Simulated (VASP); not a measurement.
Wanted: the native input for a VASP 6.6.1 run.

- Task: single point
- Functional: PBE
- Potentials or basis: VASP PAW PBE potentials, release 64 (B, I)
- Cutoff: 520 eV
- k mesh: 6 × 6 × 6
- Occupations: gaussian, width 0.02 eV
- Spin: no spin polarisation
- Dipole correction: no
- Further INCAR settings: ALGO = Normal; EDIFF = 1e-06; NBANDS = 18

The structure of BI lies in POSCAR:

```
BI
1.0
    5.2286694206      0.0000000000      0.0000000000
    0.0000000000      5.2286694206      0.0000000000
    0.0000000000      0.0000000000      4.5837329264
B I
2 2
Direct
    0.0000000000      0.5000000000      0.0947553510
    0.5000000000      0.0000000000      0.9052446490
    0.0000000000      0.0000000000      0.0000000000
    0.5000000000      0.5000000000      0.0000000000
```

These files were run (other wordings do the same):

INCAR

```
SYSTEM = BI
PREC = Accurate
ENCUT = 520
EDIFF = 1E-6
ISMEAR = 0
SIGMA = 0.02
LREAL = .FALSE.
LASPH = .TRUE.
NELM = 60
ALGO = Normal
ISIF = 2
LWAVE = .FALSE.
LCHARG = .FALSE.
GGA = PE
NBANDS = 18
```

KPOINTS

```
Automatic mesh
0
G
  6 6 6
  0 0 0
```

Potentials or basis: VASP PAW PBE potentials, release 64 (B, I).

The run is started by

```sh
$ cat potpaw_PBE.64/B/POTCAR potpaw_PBE.64/I/POTCAR > POTCAR
$ mpirun -np 1 vasp_std > vasp.out
```

It gave:

```json
{
  "Pressure": "0.0 GPa",
  "Band gap on the k mesh": "0.19 eV, indirect (least direct gap 0.84 eV)"
}
```

Caveat: spin-orbit coupling is left out, which moves the levels of the heavy elements; this functional lacks dispersion, which binds the layers, so the pressure and a relaxed spacing across them are unreliable.

Run time: 56 s on 1 thread of Intel(R) Xeon(R) Platinum 8259CL CPU @ 2.50GHz (Skylake/Cascade Lake), on a shared host, peak memory 0.27 GiB.
